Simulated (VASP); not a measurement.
# TiAl3 (I4/mmm) in VASP: notebook

TiAl3 is run at these levels: r2SCAN; tasks: single point.

Everything below comes from runs of VASP 6.6.1. Logs are shortened: lines on timing, memory, paths and dates and some standing lists are left out, and cuts for length are marked.

### Step 1. The cell of the first run

It takes space group I4/mmm (No. 139, tetragonal). Conventional cell: a = 3.509 Å, b = 3.509 Å, c = 7.833 Å, α = 90.00°, β = 90.00°, γ = 90.00°. Ti (site symmetry 4/mmm) has 12 Al at 2.48 to 2.63 Å within 3.3 Å. Al (site symmetry 4/mmm) has 4 Ti at 2.48 Å and 8 Al at 2.63 Å within 3.3 Å. Al (site symmetry -4m2) has 8 Al at 2.48 to 2.63 Å and 4 Ti at 2.63 Å within 3.3 Å.

### Step 2. Single point, r2SCAN

Input file POSCAR:

```
TiAl3
1.0
   -1.7545943280      1.7545943280      3.9165924784
    1.7545943280     -1.7545943280      3.9165924784
    1.7545943280      1.7545943280     -3.9165924784
Ti Al
1 3
Direct
    0.0000000000      0.0000000000      0.0000000000
    0.5000000000      0.5000000000      0.0000000000
    0.7500000000      0.2500000000      0.5000000000
    0.2500000000      0.7500000000      0.5000000000
```

Input file INCAR.step1:

```
SYSTEM = TiAl3
PREC = Accurate ; ENCUT = 520
ISMEAR = 0 ; SIGMA = 0.1
LREAL = .FALSE. ; LASPH = .TRUE.
NELM = 80 ; NBANDS = 18
GGA = PE ; ALGO = Normal
EDIFF = 1E-4 ; LWAVE = .TRUE.
LCHARG = .FALSE.
```

Input file INCAR.step2:

```
SYSTEM = TiAl3
PREC = Accurate ; ENCUT = 520
EDIFF = 1E-7 ; ISMEAR = 0
SIGMA = 0.1 ; LREAL = .FALSE.
LASPH = .TRUE. ; NELM = 80
ALGO = Normal ; ISIF = 2
LWAVE = .FALSE. ; LCHARG = .FALSE.
METAGGA = R2SCAN ; LMIXTAU = .TRUE.
NBANDS = 18 ; ISTART = 1
```

Input file KPOINTS:

```
regular mesh
0
G
  16 16 16
  0 0 0
```

Potentials or basis: VASP PAW PBE potentials, release 64 (Ti_sv, Al).

Started as:

```
$ cat potpaw_PBE.64/Ti_sv/POTCAR potpaw_PBE.64/Al/POTCAR > POTCAR
$ cp INCAR.step1 INCAR
$ mpirun -np 1 vasp_std > vasp.out
$ cp INCAR.step2 INCAR
$ mpirun -np 1 vasp_std > vasp.out
```

OUTCAR:

```text
SYSTEM = TiAl3
   PREC = Accurate
   ENCUT = 520
   EDIFF = 1E-7
   ISMEAR = 0
   LREAL = .FALSE.
   LASPH = .TRUE.
   NELM = 80
   ISIF = 2
   METAGGA = R2SCAN
   ISTART = 1

 ion  position               nearest neighbor table
   1  0.000  0.000  0.000-   2 2.48   2 2.48   2 2.48   2 2.48   4 2.63   3 2.63   4 2.63   4 2.63
                             3 2.63   3 2.63   4 2.63   3 2.63
   2  0.500  0.500  0.000-   1 2.48   1 2.48   1 2.48   1 2.48   4 2.63   3 2.63   4 2.63   3 2.63
                             4 2.63   4 2.63   3 2.63   3 2.63
   3  0.750  0.250  0.500-   4 2.48   4 2.48   4 2.48   4 2.48   2 2.63   1 2.63   2 2.63   1 2.63
                             2 2.63   2 2.63   1 2.63   1 2.63
   4  0.250  0.750  0.500-   3 2.48   3 2.48   3 2.48   3 2.48   2 2.63   1 2.63   2 2.63   2 2.63
                             1 2.63   1 2.63   2 2.63   1 2.63

  LATTYP: Found a body centered tetragonal cell.
 ALAT       =     3.5091886560
 C/A-ratio  =     2.2321926020

  Lattice vectors:

 A1 = (  -1.7545943280,   1.7545943280,   3.9165924784)
 A2 = (   1.7545943280,  -1.7545943280,   3.9165924784)
 A3 = (   1.7545943280,   1.7545943280,  -3.9165924784)

Analysis of symmetry for initial positions (statically):
=====================================================================
 Subroutine PRICEL returns:
 Original cell was already a primitive cell.

 Routine SETGRP: Setting up the symmetry group for a
 body centered tetragonal supercell.

 Subroutine GETGRP returns: Found 16 space group operations
 (whereof 16 operations were pure point group operations)
 out of a pool of 16 trial point group operations.

The static configuration has the point symmetry D_4h.

Analysis of symmetry for dynamics (positions and initial velocities):
=====================================================================
 Subroutine PRICEL returns:
 Original cell was already a primitive cell.

 Routine SETGRP: Setting up the symmetry group for a
 body centered tetragonal supercell.

 Subroutine GETGRP returns: Found 16 space group operations
 (whereof 16 operations were pure point group operations)
 out of a pool of 16 trial point group operations.

The dynamic configuration has the point symmetry D_4h.

 Subroutine INISYM returns: Found 16 space group operations
 (whereof 16 operations are pure point group operations),
 and found     1 'primitive' translations

----------------------------------------------------------------------------------------

                                     Primitive cell

  volume of cell :      48.2305

  direct lattice vectors                    reciprocal lattice vectors
    -1.754594328  1.754594328  3.916592478     0.000000000  0.284966155  0.127661993
     1.754594328 -1.754594328  3.916592478     0.284966155  0.000000000  0.127661993
     1.754594328  1.754594328 -3.916592478     0.284966155  0.284966155  0.000000000

  length of vectors
     4.636474863  4.636474863  4.636474863     0.312255175  0.312255175  0.403003002

  position of ions in fractional coordinates (direct lattice)
     0.000000000  0.000000000  0.000000000
     0.500000000  0.500000000  0.000000000
     0.750000000  0.250000000  0.500000000
     0.250000000  0.750000000  0.500000000

  ion indices of the primitive-cell ions
   primitive index   ion index
                 1           1
                 2           2
                 3           3
                 4           4

----------------------------------------------------------------------------------------

 KPOINTS: regular mesh

Automatic generation of k-mesh.
 Grid dimensions read from file:
 generate k-points for:   16   16   16

 Generating k-lattice:

  Cartesian coordinates                     Fractional coordinates (reciprocal lattice)
     0.000000000  0.017810385  0.007978875     0.062500000 -0.000000000  0.000000000
     0.017810385  0.000000000  0.007978875    -0.000000000  0.062500000  0.000000000
     0.017810385  0.017810385  0.000000000     0.000000000  0.000000000  0.062500000

  Length of vectors
     0.019515948  0.019515948  0.025187688

  Shift w.r.t. Gamma in fractional coordinates (k-lattice)
     0.000000000  0.000000000  0.000000000

 Subroutine IBZKPT returns following result:
 ===========================================

 Found    349 irreducible k-points:

 Following reciprocal coordinates:
            Coordinates               Weight
  0.000000  0.000000  0.000000      1.000000
  0.062500  0.000000  0.000000      8.000000
  0.125000  0.000000  0.000000      8.000000
  0.187500  0.000000  0.000000      8.000000
  0.250000  0.000000  0.000000      8.000000
  0.312500  0.000000 -0.000000      8.000000
[... 16 lines left out ...]
 -0.125000  0.062500  0.000000     16.000000
 -0.062500  0.062500  0.000000      4.000000
 [... further k-points ...]
   k-points           NKPTS =    349   k-points in BZ     NKDIM =    349   number of bands    NBANDS=     18
   number of dos      NEDOS =    301   number of ions     NIONS =      4
   total plane-waves  NPLWV =  46656
   dimension x,y,z NGX =    36 NGY =   36 NGZ =   36
   dimension x,y,z NGXF=    72 NGYF=   72 NGZF=   72
   ions per type =               1   3
   NGX,Y,Z   is equivalent  to a cutoff of  12.91, 12.91, 12.91 a.u.
   NGXF,Y,Z  is equivalent  to a cutoff of  25.82, 25.82, 25.82 a.u.
 SYSTEM =  TiAl3
   PREC   = accura    normal or accurate (medium, high low for compatibility)
   ISTART =      1    job   : 0-new  1-cont  2-samecut
   ICHARG =      0    charge: 1-file 2-atom 10-const
   ISPIN  =      1    spin polarized calculation?
   LNONCOLLINEAR =      F non collinear calculations
   LSORBIT =      F    spin-orbit coupling
   LASPH  =      T    aspherical Exc in radial PAW
   ENCUT  =  520.0 eV  38.22 Ry    6.18 a.u.   8.62  8.62  8.62*2*pi/ulx,y,z
   NELM   =     80;   NELMIN=  2; NELMDL=  0     # of ELM steps
   EDIFF  = 0.1E-06   stopping-criterion for ELM
   LREAL  =      F    real-space projection
   EDIFFG = 0.1E-05   stopping-criterion for IOM
   NSW    =      0    number of steps for IOM
   IBRION =     -1    ionic relax: 0-MD 1-quasi-New 2-CG
   NFREE  =      0    steps in history (QN), initial steepest desc. (CG)
   ISIF   =      2    stress and relaxation
   ISYM   =      2    0-nonsym 1-usesym 2-fastsym
   POTIM  = 0.5000    time-step for ionic-motion
   TEBEG  =    0.0;   TEEND  =   0.0 temperature during run
   PSTRESS=    0.0 pullay stress
   NELECT =      21.0000    total number of electrons
   NUPDOWN=      -1.0000    fix difference up-down
   EMIN   =  10.00;   EMAX   =-10.00  energy-range for DOS
   EFERMI =   0.00;   METHOD = LEGACY
   ISMEAR =     0;   SIGMA  =   0.10  broadening in eV -4-tet -1-fermi 0-gaus
   EFERMI_NEDOS =   21; number of points for ismear=-14 and -15
   IALGO  =     38    algorithm
   IMIX   =      4    mixing-type and parameters
     AMIX     =   0.40;   BMIX     =  1.00
     AMIX_MAG =   1.60;   BMIX_MAG =  1.00
  volume/ion in A,a.u.               =      12.06        81.37
  Fermi-wavevector in a.u.,A,eV,Ry     =   1.240816  2.344802 20.947855  1.539624
  Thomas-Fermi vector in A             =   2.375240
   LORBIT       =      0    0 simple, 1 ext, 2 COOP (PROOUT), +10 PAW based schemes
   METAGGA = R2SCAN    functional components
   LHFCALC =     F    Hartree Fock is set to
   AEXX    =    0.0000 exact exchange contribution
   IVDW    =     0    specifies the selected vdW correction
   LEPSILON=     F    determine dielectric tensor
   LRPA    =     F    only Hartree local field effects (RPA)
 non-spin polarized calculation
 Gauss-broadening in eV      SIGMA  =   0.10
  energy-cutoff  :      520.00
  volume of cell :       48.23
 maximum number of plane-waves:      1330
   NGX = 17   NGY = 17   NGZ = 17

 number of electron      21.0000002 magnetization

 Free energy of the ion-electron system (eV)
  ---------------------------------------------------
  ext. energy  EPLUGINS =         0.00000000
  ---------------------------------------------------
  free energy    TOTEN  =       -33.10151042 eV

  energy without entropy =      -33.09513042  energy(sigma->0) =      -33.09832042

 E-fermi :  11.2429     XC(G=0): -12.7147

 val. band max:       11.2413363507   @ k =   0.5000   0.5000   0.3125
 cond. band min:      11.2473458006   @ k =  -0.3750   0.4375   0.1875
 fundamental gap:      0.0060094499
 Fermi energy:        11.2429411692

 k-point     1 :       0.0000    0.0000    0.0000
  band No.  band energies     occupation
      1     -46.6843      2.00000
      2     -22.0532      2.00000
      3     -22.0532      2.00000
      4     -21.9906      2.00000
      5      -0.9226      2.00000
      6       7.9909      2.00000
[... 10 lines left out ...]
     17      16.7904      0.00000
     18      16.9810      0.00000

 k-point     2 :       0.0625    0.0000    0.0000
  band No.  band energies     occupation
      1     -46.6840      2.00000
      2     -22.0568      2.00000
      3     -22.0530      2.00000
      4     -21.9905      2.00000
      5      -0.8597      2.00000
      6       7.5776      2.00000
[... 10 lines left out ...]
     17      16.9479      0.00000
     18      17.1448      0.00000

 k-point     3 :       0.1250    0.0000    0.0000
  band No.  band energies     occupation
      1     -46.6834      2.00000
      2     -22.0672      2.00000
      3     -22.0524      2.00000
      4     -21.9902      2.00000
      5      -0.6721      2.00000
      6       7.1200      2.00000
[... 10 lines left out ...]
     17      17.0593      0.00000
     18      17.8828      0.00000

 k-point     4 :       0.1875    0.0000    0.0000
  band No.  band energies     occupation
      1     -46.6824      2.00000
      2     -22.0827      2.00000
      3     -22.0514      2.00000
      4     -21.9897      2.00000
      5      -0.3631      2.00000
      6       6.6297      2.00000
[... 375 lines left out ...]
      4     -21.9889      2.00000
      5      -0.3626      2.00000
      6       6.9362      2.00000
[... 10 lines left out ...]
     17      17.4296      0.00000
     18      18.7678      0.00000

 k-point    23 :      -0.1250    0.0625    0.0000
  band No.  band energies     occupation
      1     -46.6832      2.00000
      2     -22.0670      2.00000
      3     -22.0559      2.00000
      4     -21.9895      2.00000
      5      -0.6512      2.00000
      6       7.4957      2.00000
[... 10 lines left out ...]
     17      17.1509      0.00000
     18      17.8297      0.00000

 k-point    24 :      -0.0625    0.0625    0.0000
  band No.  band energies     occupation
      1     -46.6838      2.00000
      2     -22.0570      2.00000
      3     -22.0561      2.00000
      4     -21.9901      2.00000
      5      -0.8178      2.00000
      6       7.9380      2.00000
[... 10 lines left out ...]
     17      17.0141      0.00000
     18      17.0922      0.00000

 [... further k-points ...]

------------------------ aborting loop because EDIFF is reached ----------------------------------------

  FORCE on cell =-STRESS in cart. coord.  units (eV):
  Direction    XX          YY          ZZ          XY          YZ          ZX
  --------------------------------------------------------------------------------------
  -------------------------------------------------------------------------------------
  Total       15.0435568     15.0435568     15.0402096      0.0000000      0.0000000      0.0000000
  in kB      499.7344535    499.7344535    499.6232630      0.0000000      0.0000000      0.0000000
  external PRESSURE =     499.6973900 kB  Pullay stress =       0.0000000 kB

 VOLUME and BASIS-vectors are now :
 -----------------------------------------------------------------------------
  energy-cutoff  :      520.00
  volume of cell :       48.23
      direct lattice vectors                 reciprocal lattice vectors
    -1.754594328  1.754594328  3.916592478     0.000000000  0.284966155  0.127661993
     1.754594328 -1.754594328  3.916592478     0.284966155  0.000000000  0.127661993
     1.754594328  1.754594328 -3.916592478     0.284966155  0.284966155  0.000000000

 POSITION                                       TOTAL-FORCE (eV/Angst)
 -----------------------------------------------------------------------------------
      0.00000      0.00000      0.00000         0.000000     -0.000000      0.000000
      0.00000      0.00000      3.91659         0.000000     -0.000000      0.000000
     -0.00000      1.75459      1.95830         0.000000     -0.000000     -0.000000
      1.75459     -0.00000      1.95830        -0.000000      0.000000      0.000000
 -----------------------------------------------------------------------------------
    total drift:                               -0.000000      0.000000      0.000000

  FREE ENERGIE OF THE ION-ELECTRON SYSTEM (eV)
  ---------------------------------------------------
  free  energy   TOTEN  =       -33.1015104164 eV

  energy  without entropy=      -33.0951304163  energy(sigma->0) =      -33.09832042
```

It took 69 min on 1 thread of Oxide Virtual Turin-like, shared host; peak memory 0.4 GiB.

What came out:

* Free energy: -33.1015 eV
* Pressure: 50.0 GPa
* Band gap on the k mesh: zero (an odd number of electrons rules out a gap without spin polarisation)

Levels at points of the mesh, in eV from the Fermi level:
| k point | band 7 | band 8 | band 9 | band 10 | band 11 | band 12 | band 13 | band 14 | band 15 | band 16 |
| --- | --- | --- | --- | --- | --- | --- | --- | --- | --- | --- |
| (0.00, 0.00, 0.00) | -3.17 | -2.10 | -1.60 | -1.60 | 1.09 | 2.28 | 2.47 | 2.47 | 4.75 | 5.55 |
| (0.50, 0.00, 0.00) | -4.55 | -3.00 | -1.37 | -0.44 | 0.69 | 2.66 | 2.85 | 3.77 | 3.85 | 6.24 |
| (0.50, 0.50, 0.00) | -5.02 | -4.79 | -3.09 | -2.46 | -1.38 | 2.75 | 3.05 | 3.40 | 3.98 | 4.69 |
| (0.50, 0.50, 0.50) | -2.62 | -0.85 | -0.85 | -0.48 | 0.86 | 0.86 | 1.31 | 3.72 | 7.86 | 7.88 |

Caveat: the cell stands under pressure; the PAW data sets were made with another functional, which shifts forces and pressure a little.

### Step 3. Single point, r2SCAN

This run uses another cell than the first one, of 13.35 Å³/atom.

Input file POSCAR:

```
TiAl3
1.0
   -1.8149871535      1.8149871535      4.0534738487
    1.8149871535     -1.8149871535      4.0534738487
    1.8149871535      1.8149871535     -4.0534738487
Ti Al
1 3
Direct
    0.0000000000      0.0000000000      0.0000000000
    0.5000000000      0.5000000000      0.0000000000
    0.7500000000      0.2500000000      0.5000000000
    0.2500000000      0.7500000000      0.5000000000
```

Input file INCAR.step1:

```
PREC = Accurate ; ENCUT = 520
ISMEAR = 0 ; SIGMA = 0.1
LREAL = False ; LASPH = True
NELM = 100 ; NBANDS = 18
GGA = PE ; ALGO = Normal
EDIFF = 1E-4 ; LWAVE = True
LCHARG = False
```

Input file INCAR.step2:

```
PREC = Accurate ; ENCUT = 520
EDIFF = 1E-6 ; ISMEAR = 0
SIGMA = 0.1 ; LREAL = False
LASPH = True ; NELM = 100
ALGO = Normal ; ISIF = 2
LWAVE = False ; LCHARG = False
METAGGA = R2SCAN ; LMIXTAU = True
NBANDS = 18 ; ISTART = 1
```

Input file KPOINTS:

```
regular mesh
0
Gamma
  16 16 16
```

Potentials or basis: VASP PAW PBE potentials, release 64 (Ti_sv, Al).

Started as:

```
$ cat potpaw_PBE.64/Ti_sv/POTCAR potpaw_PBE.64/Al/POTCAR > POTCAR
$ cp INCAR.step1 INCAR
$ mpirun -np 1 vasp_std > vasp.out
$ cp INCAR.step2 INCAR
$ mpirun -np 1 vasp_std > vasp.out
```

OUTCAR:

```text
PREC = Accurate
   ENCUT = 520
   EDIFF = 1E-6
   ISMEAR = 0
   LREAL = False
   LASPH = True
   NELM = 100
   ISIF = 2
   METAGGA = R2SCAN
   ISTART = 1

 ion  position               nearest neighbor table
   1  0.000  0.000  0.000-   2 2.57   2 2.57   2 2.57   2 2.57   4 2.72   3 2.72   4 2.72   3 2.72
                             3 2.72   3 2.72   4 2.72   4 2.72
   2  0.500  0.500  0.000-   1 2.57   1 2.57   1 2.57   1 2.57   4 2.72   3 2.72   4 2.72   3 2.72
                             4 2.72   4 2.72   3 2.72   3 2.72
[... 710 lines left out ...]
  --------------------------------------------------------------------------------------
  -------------------------------------------------------------------------------------
  Total        8.3029726      8.3029726      8.3094407      0.0000000      0.0000000      0.0000000
  in kB      249.0632845    249.0632845    249.2573076      0.0000000      0.0000000      0.0000000
  external PRESSURE =     249.1279589 kB  Pullay stress =       0.0000000 kB

 VOLUME and BASIS-vectors are now :
 -----------------------------------------------------------------------------
  energy-cutoff  :      520.00
  volume of cell :       53.41
      direct lattice vectors                 reciprocal lattice vectors
    -1.814987153  1.814987153  4.053473849     0.000000000  0.275484044  0.123350987
     1.814987153 -1.814987153  4.053473849     0.275484044  0.000000000  0.123350987
     1.814987153  1.814987153 -4.053473849     0.275484044  0.275484044  0.000000000

 POSITION                                       TOTAL-FORCE (eV/Angst)
 -----------------------------------------------------------------------------------
      0.00000      0.00000      0.00000        -0.000000      0.000000      0.000000
      0.00000      0.00000      4.05347        -0.000000      0.000000      0.000000
     -0.00000      1.81499      2.02674        -0.000000     -0.000000     -0.000000
      1.81499     -0.00000      2.02674         0.000000     -0.000000     -0.000000
 -----------------------------------------------------------------------------------
    total drift:                               -0.000000      0.000000      0.000000

  FREE ENERGIE OF THE ION-ELECTRON SYSTEM (eV)
  ---------------------------------------------------
  free  energy   TOTEN  =       -34.2846763543 eV

  energy  without entropy=      -34.2775717287  energy(sigma->0) =      -34.28112404
```

It took 60 min on 1 thread of Oxide Virtual Turin-like, shared host; peak memory 0.42 GiB.

What came out:

| Quantity | Value |
| --- | --- |
| Free energy | -34.2847 eV |
| Pressure | 24.9 GPa |
| Band gap on the k mesh | zero (an odd number of electrons rules out a gap without spin polarisation) |

Caveat: the cell stands under pressure; the PAW data sets were made with another functional, which shifts forces and pressure a little.
